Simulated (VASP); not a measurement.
# MgCd3O2 (P-3m1) in VASP: further runs

Runs on MgCd3O2. Level: PBE. Tasks: single point, relaxation of cell and atoms.

All numbers are computed with VASP 6.6.1; they aren't measurements. Logs are shortened: lines on timing, memory, paths and dates and some standing lists are left out, and cuts for length are marked.

### Step 1. The cell of the first run

Symmetry: P-3m1, No. 164, trigonal system. Conventional cell: a = 3.222 Å, b = 3.222 Å, c = 10.183 Å, α = 90.00°, β = 90.00°, γ = 120.00°. Within 2.9 Å of Mg (site symmetry -3m) lie 6 O at 2.18 Å. Within 3.2 Å of Cd (site symmetry 3m) lie 3 O at 2.41 Å and 3 Cd at 3.05 Å. Within 4.0 Å of Cd (site symmetry -3m) lie 12 Cd at 3.05 to 3.22 Å. Within 2.9 Å of O (site symmetry 3m) lie 3 Mg at 2.18 Å and 3 Cd at 2.41 Å.

### Step 2. Single point, PBE

INCAR

```
SYSTEM = MgCd3O2
  PREC = Accurate
  ENCUT = 520
  EDIFF = 1E-7
  ISMEAR = 0
  SIGMA = 0.2
  LREAL = .FALSE.
  LASPH = .TRUE.
  NELM = 100
  ALGO = Normal
  ISIF = 2
  LWAVE = .FALSE.
  LCHARG = .FALSE.
  GGA = PE
  NBANDS = 34
```

KPOINTS

```
regular mesh
0
G
  6 6 2
  0 0 0
```

POSCAR

```
MgCd3O2
1.0
    3.2221198364      0.0000000000      0.0000000000
   -1.6110599182      2.7904376324      0.0000000000
    0.0000000000      0.0000000000     10.1832495820
Mg Cd O
1 3 2
Direct
    0.0000000000      0.0000000000      0.0000000000
    0.6666666667      0.3333333333      0.2621291786
    0.3333333333      0.6666666667      0.7378708214
    0.0000000000      0.0000000000      0.5000000000
    0.3333333333      0.6666666667      0.1120669724
    0.6666666667      0.3333333333      0.8879330276
```

Potentials or basis: VASP PAW PBE potentials, release 64 (Mg, Cd, O).

Started as:

```console
$ cat potpaw_PBE.64/Mg/POTCAR potpaw_PBE.64/Cd/POTCAR potpaw_PBE.64/O/POTCAR > POTCAR
$ mpirun -np 1 vasp_std > vasp.out
```

OUTCAR:

```text
SYSTEM = MgCd3O2
   PREC = Accurate
   ENCUT = 520
   EDIFF = 1E-7
   ISMEAR = 0
   LREAL = .FALSE.
   LASPH = .TRUE.
   NELM = 100
   ISIF = 2
   GGA = PE

 ion  position               nearest neighbor table
   1  0.000  0.000  0.000-   5 2.18   6 2.18   6 2.18   5 2.18   6 2.18   5 2.18   2 3.25   3 3.25
                             3 3.25   2 3.25   2 3.25   3 3.25
   2  0.667  0.333  0.262-   5 2.41   5 2.41   5 2.41   4 3.05   4 3.05   4 3.05   1 3.25   1 3.25
                             1 3.25
   3  0.333  0.667  0.738-   6 2.41   6 2.41   6 2.41   4 3.05   4 3.05   4 3.05   1 3.25   1 3.25
                             1 3.25
   4  0.000  0.000  0.500-   2 3.05   3 3.05   2 3.05   3 3.05   2 3.05   3 3.05
   5  0.333  0.667  0.112-   1 2.18   1 2.18   1 2.18   2 2.41   2 2.41   2 2.41
   6  0.667  0.333  0.888-   1 2.18   1 2.18   1 2.18   3 2.41   3 2.41   3 2.41

  LATTYP: Found a hexagonal cell.
 ALAT       =     3.2221198364
 C/A-ratio  =     3.1604192578

  Lattice vectors:

 A1 = (   3.2221198364,   0.0000000000,   0.0000000000)
 A2 = (  -1.6110599182,   2.7904376324,   0.0000000000)
 A3 = (   0.0000000000,   0.0000000000,  10.1832495820)

Analysis of symmetry for initial positions (statically):
=====================================================================
 Subroutine PRICEL returns:
 Original cell was already a primitive cell.

 Routine SETGRP: Setting up the symmetry group for a
 hexagonal supercell.

 Subroutine GETGRP returns: Found 12 space group operations
 (whereof 12 operations were pure point group operations)
 out of a pool of 24 trial point group operations.

The static configuration has the point symmetry D_3d.

Analysis of symmetry for dynamics (positions and initial velocities):
=====================================================================
 Subroutine PRICEL returns:
 Original cell was already a primitive cell.

 Routine SETGRP: Setting up the symmetry group for a
 hexagonal supercell.

 Subroutine GETGRP returns: Found 12 space group operations
 (whereof 12 operations were pure point group operations)
 out of a pool of 24 trial point group operations.

The dynamic configuration has the point symmetry D_3d.

 Subroutine INISYM returns: Found 12 space group operations
 (whereof 12 operations are pure point group operations),
 and found     1 'primitive' translations

----------------------------------------------------------------------------------------

                                     Primitive cell

  volume of cell :      91.5589

  direct lattice vectors                    reciprocal lattice vectors
     3.222119836  0.000000000  0.000000000     0.310354689  0.179183363  0.000000000
    -1.611059918  2.790437632  0.000000000     0.000000000  0.358366727  0.000000000
     0.000000000  0.000000000 10.183249582     0.000000000  0.000000000  0.098200480

  length of vectors
     3.222119836  3.222119836 10.183249582     0.358366727  0.358366727  0.098200480

  position of ions in fractional coordinates (direct lattice)
     0.000000000  0.000000000  0.000000000
     0.666666667  0.333333333  0.262129179
     0.333333333  0.666666667  0.737870821
     0.000000000  0.000000000  0.500000000
     0.333333333  0.666666667  0.112066972
     0.666666667  0.333333333  0.887933028

  ion indices of the primitive-cell ions
   primitive index   ion index
                 1           1
                 2           2
                 3           3
                 4           4
                 5           5
                 6           6

----------------------------------------------------------------------------------------

 KPOINTS: regular mesh

Automatic generation of k-mesh.
 Grid dimensions read from file:
 generate k-points for:    6    6    2

 Generating k-lattice:

  Cartesian coordinates                     Fractional coordinates (reciprocal lattice)
     0.051725782  0.029863894  0.000000000     0.166666667 -0.000000000  0.000000000
     0.000000000  0.059727788  0.000000000     0.000000000  0.166666667  0.000000000
     0.000000000  0.000000000  0.049100240     0.000000000  0.000000000  0.500000000

  Length of vectors
     0.059727788  0.059727788  0.049100240

  Shift w.r.t. Gamma in fractional coordinates (k-lattice)
     0.000000000  0.000000000  0.000000000

 Subroutine IBZKPT returns following result:
 ===========================================

 Found     14 irreducible k-points:

 Following reciprocal coordinates:
            Coordinates               Weight
  0.000000  0.000000  0.000000      1.000000
  0.166667  0.000000  0.000000      6.000000
  0.333333  0.000000  0.000000      6.000000
  0.500000  0.000000  0.000000      3.000000
  0.166667  0.166667  0.000000      6.000000
  0.333333  0.166667  0.000000     12.000000
  0.333333  0.333333  0.000000      2.000000
  0.000000  0.000000  0.500000      1.000000
  0.166667  0.000000  0.500000      6.000000
  0.333333  0.000000  0.500000      6.000000
  0.500000  0.000000  0.500000      3.000000
  0.166667  0.166667  0.500000      6.000000
  0.333333  0.166667  0.500000     12.000000
  0.333333  0.333333  0.500000      2.000000
   k-points           NKPTS =     14   k-points in BZ     NKDIM =     14   number of bands    NBANDS=     34
   number of dos      NEDOS =    301   number of ions     NIONS =      6
   total plane-waves  NPLWV =  46080
   dimension x,y,z NGX =    24 NGY =   24 NGZ =   80
   dimension x,y,z NGXF=    48 NGYF=   48 NGZF=  160
   ions per type =               1   3   2
   NGX,Y,Z   is equivalent  to a cutoff of  12.38, 12.38, 13.06 a.u.
   NGXF,Y,Z  is equivalent  to a cutoff of  24.77, 24.77, 26.12 a.u.
 SYSTEM =  MgCd3O2
   PREC   = accura    normal or accurate (medium, high low for compatibility)
   ISTART =      0    job   : 0-new  1-cont  2-samecut
   ICHARG =      2    charge: 1-file 2-atom 10-const
   ISPIN  =      1    spin polarized calculation?
   LNONCOLLINEAR =      F non collinear calculations
   LSORBIT =      F    spin-orbit coupling
   LASPH  =      T    aspherical Exc in radial PAW
   ENCUT  =  520.0 eV  38.22 Ry    6.18 a.u.   5.99  5.99 18.93*2*pi/ulx,y,z
   NELM   =    100;   NELMIN=  2; NELMDL= -5     # of ELM steps
   EDIFF  = 0.1E-06   stopping-criterion for ELM
   LREAL  =      F    real-space projection
   EDIFFG = 0.1E-05   stopping-criterion for IOM
   NSW    =      0    number of steps for IOM
   IBRION =     -1    ionic relax: 0-MD 1-quasi-New 2-CG
   NFREE  =      0    steps in history (QN), initial steepest desc. (CG)
   ISIF   =      2    stress and relaxation
   ISYM   =      2    0-nonsym 1-usesym 2-fastsym
   POTIM  = 0.5000    time-step for ionic-motion
   TEBEG  =    0.0;   TEEND  =   0.0 temperature during run
   PSTRESS=    0.0 pullay stress
   NELECT =      50.0000    total number of electrons
   NUPDOWN=      -1.0000    fix difference up-down
   EMIN   =  10.00;   EMAX   =-10.00  energy-range for DOS
   EFERMI =   0.00;   METHOD = LEGACY
   ISMEAR =     0;   SIGMA  =   0.20  broadening in eV -4-tet -1-fermi 0-gaus
   EFERMI_NEDOS =   21; number of points for ismear=-14 and -15
   IALGO  =     38    algorithm
   IMIX   =      4    mixing-type and parameters
     AMIX     =   0.40;   BMIX     =  1.00
     AMIX_MAG =   1.60;   BMIX_MAG =  1.00
  volume/ion in A,a.u.               =      15.26       102.98
  Fermi-wavevector in a.u.,A,eV,Ry     =   1.338129  2.528697 24.362451  1.790590
  Thomas-Fermi vector in A             =   2.466624
   LORBIT       =      0    0 simple, 1 ext, 2 COOP (PROOUT), +10 PAW based schemes
   GGA     = PE    functional components
   LHFCALC =     F    Hartree Fock is set to
   AEXX    =    0.0000 exact exchange contribution
   IVDW    =     0    specifies the selected vdW correction
   LEPSILON=     F    determine dielectric tensor
   LRPA    =     F    only Hartree local field effects (RPA)
 non-spin polarized calculation
 Gauss-broadening in eV      SIGMA  =   0.20
  energy-cutoff  :      520.00
  volume of cell :       91.56
 maximum number of plane-waves:      2502
 NGX is ok and might be reduce to    24
   NGX = 11   NGY = 11   NGZ = 37

 number of electron      50.0000004 magnetization

 Free energy of the ion-electron system (eV)
  ---------------------------------------------------
  ext. energy  EPLUGINS =         0.00000000
  ---------------------------------------------------
  free energy    TOTEN  =       -20.53353685 eV

  energy without entropy =      -20.50917749  energy(sigma->0) =      -20.52135717

 E-fermi :   3.3432     XC(G=0): -11.0358

 val. band max:        3.2696822125   @ k =   0.3333   0.3333   0.5000
 cond. band min:       3.3667091254   @ k =   0.3333   0.3333   0.0000
 fundamental gap:      0.0970269129
 Fermi energy:         3.3431605656

 k-point     1 :       0.0000    0.0000    0.0000
  band No.  band energies     occupation
      1     -15.2103      2.00000
      2     -14.5613      2.00000
      3      -6.1268      2.00000
      4      -5.7833      2.00000
      5      -5.7833      2.00000
      6      -5.6661      2.00000
[... 26 lines left out ...]
     33      15.6846      0.00000
     34      15.6846      0.00000

 k-point     2 :       0.1667    0.0000    0.0000
  band No.  band energies     occupation
      1     -15.0613      2.00000
      2     -14.4910      2.00000
      3      -6.0238      2.00000
      4      -5.8581      2.00000
      5      -5.7368      2.00000
      6      -5.6712      2.00000
[... 26 lines left out ...]
     33      13.4880      0.00000
     34      13.9755      0.00000

 k-point     3 :       0.3333    0.0000    0.0000
  band No.  band energies     occupation
      1     -14.7250      2.00000
      2     -14.3691      2.00000
      3      -6.1589      2.00000
      4      -6.0097      2.00000
      5      -5.8988      2.00000
      6      -5.7718      2.00000
[... 26 lines left out ...]
     33      12.0267      0.00000
     34      13.0586      0.00000
[... 334 lines left out ...]
 k-point    13 :       0.3333    0.1667    0.5000
  band No.  band energies     occupation
      1     -14.5232      2.00000
      2     -14.3333      2.00000
      3      -6.1093      2.00000
      4      -6.0220      2.00000
      5      -5.8985      2.00000
      6      -5.7862      2.00000
[... 26 lines left out ...]
     33      11.5587      0.00000
     34      11.6874      0.00000

 k-point    14 :       0.3333    0.3333    0.5000
  band No.  band energies     occupation
      1     -14.3683      2.00000
      2     -14.3683      2.00000
      3      -5.9731      2.00000
      4      -5.9731      2.00000
      5      -5.9271      2.00000
      6      -5.6969      2.00000
[... 26 lines left out ...]
     33      11.3872      0.00000
     34      11.7367      0.00000

------------------------ aborting loop because EDIFF is reached ----------------------------------------

  FORCE on cell =-STRESS in cart. coord.  units (eV):
  Direction    XX          YY          ZZ          XY          YZ          ZX
  --------------------------------------------------------------------------------------
  -------------------------------------------------------------------------------------
  Total       -0.0113824     -0.0113824     -0.1972064      0.0000000      0.0000000      0.0000000
  in kB       -0.1991795     -0.1991795     -3.4508907      0.0000000      0.0000000      0.0000000
  external PRESSURE =      -1.2830832 kB  Pullay stress =       0.0000000 kB

 VOLUME and BASIS-vectors are now :
 -----------------------------------------------------------------------------
  energy-cutoff  :      520.00
  volume of cell :       91.56
      direct lattice vectors                 reciprocal lattice vectors
     3.222119836  0.000000000  0.000000000     0.310354689  0.179183363  0.000000000
    -1.611059918  2.790437632  0.000000000     0.000000000  0.358366727  0.000000000
     0.000000000  0.000000000 10.183249582     0.000000000  0.000000000  0.098200480

 POSITION                                       TOTAL-FORCE (eV/Angst)
 -----------------------------------------------------------------------------------
      0.00000      0.00000      0.00000         0.000000     -0.000000      0.000000
      1.61106      0.93015      2.66933        -0.000000     -0.000000      0.088968
     -0.00000      1.86029      7.51392         0.000000      0.000000     -0.088968
      0.00000      0.00000      5.09162         0.000000     -0.000000      0.000000
     -0.00000      1.86029      1.14121        -0.000000     -0.000000     -0.103978
      1.61106      0.93015      9.04204         0.000000     -0.000000      0.103978
 -----------------------------------------------------------------------------------
    total drift:                                0.000000     -0.000000     -0.000000

  FREE ENERGIE OF THE ION-ELECTRON SYSTEM (eV)
  ---------------------------------------------------
  free  energy   TOTEN  =       -20.5335368497 eV

  energy  without entropy=      -20.5091774871  energy(sigma->0) =      -20.52135717
```

Run time: 31 s. Hardware: 1 thread of Intel Xeon Platinum 8488C (Sapphire Rapids), shared host; peak memory 0.22 GiB.

Results:

* Free energy: -20.5335 eV
* Pressure: -0.1 GPa
* Largest force: 0.104 eV/Å
* Band gap on the k mesh: zero (band 25 reaches 3.37 eV, above the bottom of band 26 at 2.63 eV)

Forces in eV/Å, atoms in the order of the input:
```
Mg   0.000  0.000  0.000
Cd   0.000  0.000  0.089
Cd   0.000  0.000 -0.089
Cd   0.000  0.000  0.000
O    0.000  0.000 -0.104
O    0.000  0.000  0.104
```

Stress tensor (GPa, compression positive):
```
-0.02  0.00  0.00
 0.00 -0.02  0.00
 0.00  0.00 -0.35
```

Caveat: the k points lie up to 0.38 Å⁻¹ apart.

[end of part 1 of 2]
